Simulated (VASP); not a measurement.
# As (Pm-3m) in VASP: further runs, part 2 of 2

VASP 6.6.1.

## Step 4: Relaxation of cell and atoms, PBE+D3(BJ)

This run uses another cell than the first one, of 19.76 Å³/atom, 1.018 times its volume.

Input file INCAR:

```
SYSTEM = As
PREC     = Accurate       ! precision mode
ENCUT    = 600            ! plane-wave cutoff, eV
EDIFF    = 1E-6           ! SCF threshold, eV
ISMEAR   = -1             ! smearing method
SIGMA    = 0.05           ! smearing width, eV
LREAL    = .False.        ! projectors in reciprocal space
LASPH    = .True.         ! aspherical terms in the spheres
NELM     = 80             ! most SCF steps
ALGO     = Normal         ! electronic algorithm
ISIF     = 3              ! what is computed and relaxed
LWAVE    = .False.        ! write WAVECAR
LCHARG   = .False.        ! write CHGCAR
GGA      = PE             ! functional
IVDW     = 12             ! dispersion correction
IBRION   = 2              ! ionic algorithm
NSW      = 60             ! ionic steps
EDIFFG   = -0.01          ! ionic threshold
```

Input file KPOINTS:

```
Automatic mesh
0
Gamma
  10 10 10
  0 0 0
```

Input file POSCAR:

```
As
1.0
    2.7036817444      0.0000000000      0.0000000000
    0.0000000000      2.7036817444      0.0000000000
    0.0000000000      0.0000000000      2.7036817444
As
1
Direct
    0.5000000000      0.5000000000      0.5000000000
```

Potentials or basis: VASP PAW PBE potentials, release 64 (As).

On the command line:

```sh
> cat potpaw_PBE.64/As/POTCAR > POTCAR
> mpirun -np 1 vasp_std > vasp.out
```

OUTCAR:

```text
SYSTEM = As
   PREC = Accurate
   ENCUT = 600
   EDIFF = 1E-6
   ISMEAR = -1
   LREAL = .False.
   LASPH = .True.
   NELM = 80
   ISIF = 3
   GGA = PE
   IVDW = 12
   IBRION = 2
   NSW = 60
   EDIFFG = -0.01
 IVDW          = 12

 ion  position               nearest neighbor table
   1  0.500  0.500  0.500-

  LATTYP: Found a simple cubic cell.
 ALAT       =     2.7036817444

  Lattice vectors:

 A1 = (   2.7036817444,   0.0000000000,   0.0000000000)
 A2 = (   0.0000000000,   2.7036817444,   0.0000000000)
 A3 = (   0.0000000000,   0.0000000000,   2.7036817444)

Analysis of symmetry for initial positions (statically):
=====================================================================
 Subroutine PRICEL returns:
 Original cell was already a primitive cell.

 Routine SETGRP: Setting up the symmetry group for a
 simple cubic supercell.

 Subroutine GETGRP returns: Found 48 space group operations
[... 9 lines left out ...]

 Routine SETGRP: Setting up the symmetry group for a
 simple cubic supercell.

 Subroutine GETGRP returns: Found 48 space group operations
[... 11 lines left out ...]
                                     Primitive cell

  volume of cell :      19.7636

  direct lattice vectors                    reciprocal lattice vectors
     2.703681744  0.000000000  0.000000000     0.369866018  0.000000000  0.000000000
     0.000000000  2.703681744  0.000000000     0.000000000  0.369866018  0.000000000
     0.000000000  0.000000000  2.703681744     0.000000000  0.000000000  0.369866018
[... 120 lines left out ...]

--------------------------------------- Ionic step        1  -------------------------------------------

 number of electron       5.0000001 magnetization

 Free energy of the ion-electron system (eV)
  ---------------------------------------------------
  ext. energy  EPLUGINS =         0.00000000
  ---------------------------------------------------
  free energy    TOTEN  =        -4.56883595 eV

  energy without entropy =       -4.56642798  energy(sigma->0) =       -4.56763197

------------------------ aborting loop because EDIFF is reached ----------------------------------------

 Edisp (eV)   -0.45797

 E8    (eV) :    -0.1938
[... 69 lines left out ...]
--------------------------------------- Ionic step        3  -------------------------------------------

 number of electron       5.0000000 magnetization

 Free energy of the ion-electron system (eV)
  ---------------------------------------------------
  ext. energy  EPLUGINS =         0.00000000
  ---------------------------------------------------
  free energy    TOTEN  =        -4.56275392 eV

  energy without entropy =       -4.56029103  energy(sigma->0) =       -4.56152248

 E-fermi :   6.0957     XC(G=0): -10.4995

 val. band max:        5.9799088011   @ k =   0.5000   0.3000   0.3000
 cond. band min:       6.1267162298   @ k =   0.3000   0.3000   0.3000
 fundamental gap:      0.1468074288
 Fermi energy:         6.0957389221

 k-point     1 :       0.0000    0.0000    0.0000
  band No.  band energies     occupation
      1      -9.0017      2.00000
      2      10.3430      0.00000
      3      10.3430      0.00000
      4      10.3430      0.00000
      5      14.6346      0.00000
      6      14.6346      0.00000
[... 199 lines left out ...]
 k-point    24 :       0.3000    0.1000    0.1000
  band No.  band energies     occupation
      1      -7.0191      2.00000
      2       2.6431      2.00000
      3       9.6154      0.00000
      4      10.1365      0.00000
      5      18.7431      0.00000
      6      18.7749      0.00000

 [... further k-points ...]

------------------------ aborting loop because EDIFF is reached ----------------------------------------

 Edisp (eV)   -0.46543

 E8    (eV) :    -0.1969
[... 24 lines left out ...]
  FREE ENERGIE OF THE ION-ELECTRON SYSTEM (eV)
  ---------------------------------------------------
  free  energy   TOTEN  =        -5.0281849060 eV

  energy  without entropy=       -5.0257220212  energy(sigma->0) =       -5.02695346

 reached required accuracy - stopping structural energy minimisation
```

CONTCAR:

```text
As
   1.00000000000000
     2.6893005895293491   -0.0000000000000000    0.0000000000000000
    -0.0000000000000000    2.6893005895293491    0.0000000000000000
    -0.0000000000000000   -0.0000000000000000    2.6893005895293491
  As
     1
Direct
     0.5000000000000000    0.5000000000000000    0.5000000000000000

  0.00000000E+00  0.00000000E+00  0.00000000E+00
```

Wall time 7.7 s (1 thread of Intel Xeon Platinum 8488C (Sapphire Rapids), shared host); peak memory 0.15 GiB.

What came out:

- Free energy: -5.0282 eV
- Relaxed volume: 19.45 Å³/atom
- Relaxed cell: a = 2.689 Å, b = 2.689 Å, c = 2.689 Å, α = 90.00°, β = 90.00°, γ = 90.00°
- Space group after relaxing (to 0.05 Å): Pm-3m (No. 221)
- Energy gained by relaxing: 1.4 meV/atom
- Ionic steps: 3
- Pressure after relaxing: 0.0 GPa
- Dispersion energy per atom: -0.465 eV

Step by step:
```
step  energy change (eV)  largest force (eV/Å)  pressure (GPa)  volume (Å³)
   1              0.0000                0.0000           -1.38        19.76
   2             -0.0009                0.0000            0.82        19.28
   3             -0.0014                0.0000            0.01        19.45
```

Final structure:
```
As
1.0
     2.68930    0.00000    0.00000
     0.00000    2.68930    0.00000
     0.00000    0.00000    2.68930
As
1
Direct
  0.50000 0.50000 0.50000
```

Caveat: pairwise dispersion overbinds metals, which lowers pressure and volume.

## Step 5: Relaxation of cell and atoms, PBE+D4

This run uses another cell than the first one, of 19.76 Å³/atom, 1.018 times its volume.

Input file INCAR:

```
SYSTEM = As
ALGO = Normal ; EDIFF = 1E-6
EDIFFG = -0.01 ; ENCUT = 600
GGA = PE ; IBRION = 2
ISIF = 3 ; ISMEAR = -1
IVDW = 13 ; LASPH = .True.
LCHARG = .False. ; LREAL = .False.
LWAVE = .False. ; NELM = 60
NSW = 60 ; PREC = Accurate
SIGMA = 0.05
```

Input file KPOINTS:

```
k-points
0
Gamma
  10 10 10
  0 0 0
```

POSCAR is that of step 4.

On the command line:

```sh
> cat potpaw_PBE.64/As/POTCAR > POTCAR
> mpirun -np 1 vasp_std > vasp.out
```

It took 7.8 s on 1 thread of Intel Xeon Platinum 8488C (Sapphire Rapids), shared host; peak memory 0.14 GiB.

Results (log left out):

| Item | Value |
| --- | --- |
| Free energy | -5.0590 eV |
| Relaxed volume | 19.46 Å³/atom |
| Relaxed cell | a = 2.690 Å, b = 2.690 Å, c = 2.690 Å, α = 90.00°, β = 90.00°, γ = 90.00° |
| Space group after relaxing (to 0.05 Å) | Pm-3m (No. 221) |
| Energy gained by relaxing | 1.3 meV/atom |
| Ionic steps | 3 |
| Pressure after relaxing | 0.0 GPa |
| Dispersion energy per atom | -0.496 eV |

Step by step:
```csv
step,energy change (eV),largest force (eV/Å),pressure (GPa),volume (Å³)
1,0.0000,0.0000,-1.33,19.76
2,-0.0009,0.0000,0.80,19.30
3,-0.0013,0.0000,0.00,19.46
```

Final structure:
```cif
data_structure
_symmetry_space_group_name_H-M 'P 1'
_symmetry_Int_Tables_number 1
_cell_length_a 2.6900
_cell_length_b 2.6900
_cell_length_c 2.6900
_cell_angle_alpha 90.000
_cell_angle_beta 90.000
_cell_angle_gamma 90.000
_cell_volume 19.46
loop_
_atom_site_label
_atom_site_type_symbol
_atom_site_fract_x
_atom_site_fract_y
_atom_site_fract_z
_atom_site_occupancy
As1 As 0.50000 0.50000 0.50000 1
```

Levels at points of the mesh, in eV from the Fermi level:
| k point | band 1 | band 2 | band 3 | band 4 | band 5 | band 6 |
| --- | --- | --- | --- | --- | --- | --- |
| (0.00, 0.00, 0.00) | -15.09 | 4.24 | 4.24 | 4.24 | 8.54 | 8.54 |
| (0.50, 0.00, 0.00) | -11.88 | -7.03 | 6.60 | 6.60 | 11.25 | 14.25 |
| (0.50, 0.50, 0.00) | -8.51 | -4.31 | -4.31 | 2.47 | 8.83 | 16.67 |
| (0.50, 0.50, 0.50) | -4.78 | -1.82 | -1.82 | -1.82 | 5.94 | 5.94 |

Caveat: pairwise dispersion overbinds metals, which lowers pressure and volume.

## Step 6: The runs side by side

```csv
task,level,cell,cutoff (eV),gap on the mesh (eV),pressure (GPa),relaxed volume (Å³/atom)
single point,PBE+D3(BJ),"a = 2.687 Å, 1 atom",520,none,0.2,-
single point,PBE+D4,"a = 2.688 Å, 1 atom",520,none,0.2,-
relaxation of cell and atoms,PBE+D3(BJ),"relaxed from a = 2.704 Å, 1 atom",600,none,0.0,19.45
relaxation of cell and atoms,PBE+D4,"relaxed from a = 2.704 Å, 1 atom",600,none,0.0,19.46
```

Alike in all rows: potentials or basis VASP PAW PBE potentials, release 64 (As); no spin polarisation; k mesh 10 × 10 × 10; smearing fermi-dirac 0.05 eV.

Caveats: pairwise dispersion overbinds metals, which lowers pressure and volume.

Absolute energies hang on the potentials; compare differences alone.
